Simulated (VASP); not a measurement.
SrO: single point with HSE06

SrO:

```
Sr O
1.0
     0.00000    2.55409    2.55409
     2.55409    0.00000    2.55409
     2.55409    2.55409    0.00000
Sr O
1 1
Direct
  0.00000 0.00000 0.00000
  0.50000 0.50000 0.50000
```

This cell differs from its parent crystal: strain -1.0%.

```json
{
  "Program": "VASP 6.6.1",
  "Task": "single point",
  "Functional": "HSE06",
  "Potentials or basis": "VASP PAW PBE potentials, release 64 (Sr_sv, O)",
  "Cutoff": "520 eV",
  "k mesh": "6 × 6 × 6",
  "Occupations": "gaussian, width 0.01 eV",
  "Spin": "no spin polarisation",
  "Dipole correction": "no",
  "Grid for exact exchange (PRECFOCK)": "Normal",
  "Further INCAR settings": "ALGO = Normal; EDIFF = 1e-06; NBANDS = 15",
  "Screening parameter": "0.2079 1/Å"
}
```

```
Pressure               : 3.2 GPa
Band gap on the k mesh : 4.74 eV, indirect (least direct gap 4.82 eV)
```

Levels at points of the mesh, in eV from the valence-band top:
```
           k point  band 4  band 5  band 6  band 7  band 8  band 9  band 10  band 11  band 12  band 13
(0.00, 0.00, 0.00)  -14.58  -14.58    0.00    0.00    0.00    5.62     7.92     7.92     7.92    10.22
(0.50, 0.00, 0.00)  -14.66  -13.57   -2.31   -1.24   -1.24    8.34    10.16    10.84    10.84    14.18
(0.50, 0.50, 0.00)  -15.00  -15.00   -0.44   -0.09   -0.09    4.74     9.73    12.18    12.35    13.25
```

Run time: 22 min on 1 thread of Intel(R) Xeon(R) 6975P-C (Granite Rapids) (shared host), peak memory 0.28 GiB.

Caveat: the cell differs from its parent crystal (strain -1.0%); the PAW data sets were made with another functional, which shifts forces and pressure a little. A k mesh can miss the band edges.
